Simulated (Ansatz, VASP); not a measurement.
## One calculation of Ga, two programs

Contents of INCAR:

```
SYSTEM = Ga
PREC     = Accurate       ! precision mode
ENCUT    = 520            ! plane-wave cutoff, eV
EDIFF    = 1E-8           ! SCF threshold, eV
ISMEAR   = -1             ! smearing method
SIGMA    = 0.03           ! smearing width, eV
LREAL    = .False.        ! projectors in reciprocal space
LASPH    = .True.         ! aspherical terms in the spheres
NELM     = 60             ! most SCF steps
ALGO     = Normal         ! electronic algorithm
ISIF     = 2              ! what is computed and relaxed
LWAVE    = .False.        ! write WAVECAR
LCHARG   = .False.        ! write CHGCAR
GGA      = PE             ! functional
LEFG     = .True.       
NBANDS   = 20             ! bands
```

File KPOINTS:

```
regular mesh
0
Gamma
  14 14 11
  0 0 0
```

File POSCAR:

```
Ga
1.0
    1.3427350000     -4.0126700000     -0.0264350000
    1.4232650000      4.0403300000      0.0540950000
   -0.0841507000      0.0321248000      3.3287555000
Ga
2
Direct
    0.8690000000      0.1310000000      0.2500000000
    0.1310000000      0.8690000000      0.7500000000
```

Input for Ansatz:

```yaml
crystal:
  lattice:
    - [1.342735, -4.01267, -0.026435]
    - [1.423265, 4.04033, 0.054095]
    - [-0.0841507, 0.0321248, 3.3287555]
  atoms:
    - { symbol: Ga, position: [0.869, 0.131, 0.25] }
    - { symbol: Ga, position: [0.131, 0.869, 0.75] }
kpoints:
  mp_grid: { grid: [14, 14, 11] }
scf:
  occupations: { method: fermi_dirac, width: 0.03 }
hamiltonian:
  xc: pbe
  pseudopotentials: { kind: paw }
output:
  forces: true
  stress: true
  eigenvalues: true
  efg: { contact_densities: true }
  write_density: true
  write_potential: true
  elf: true
  volumetric_format: npy
```

Change from the starting cell: equal xy, yz and zx shear strains of +2 %, PAW files.

Alike in both runs: task electric field gradients; functional PBE; k mesh 14 × 14 × 11; occupations fermi-dirac, width 0.03 eV; no spin polarisation.

```csv
,VASP,Ansatz
version,VASP 6.6.1,Ansatz 0.2.0
potentials or method,"VASP PAW PBE potentials, release 64 (Ga_d)","PAW with Ansatz's default frozen-core files, scalar-relativistic"
plane-wave cutoff (eV),520,420
valence electrons in the cell,26,26
```

Ansatz gave:

- pressure (GPa): 1.8
- traceless stress, the component that is largest in VASP (GPa): -0.79
- rms of the force components (eV/Å): 0.108
- size of Vzz on the site where it differs most (V/Å²): 27.4

Which values does VASP return?

Pressure (GPa): 2.0; traceless stress, the component that is largest in VASP (GPa): -0.80; rms of the force components (eV/Å): 0.109; size of Vzz on the site where it differs most (V/Å²): 25.8.

Atom by atom the forces differ by 0.001 eV/Å (rms over components).
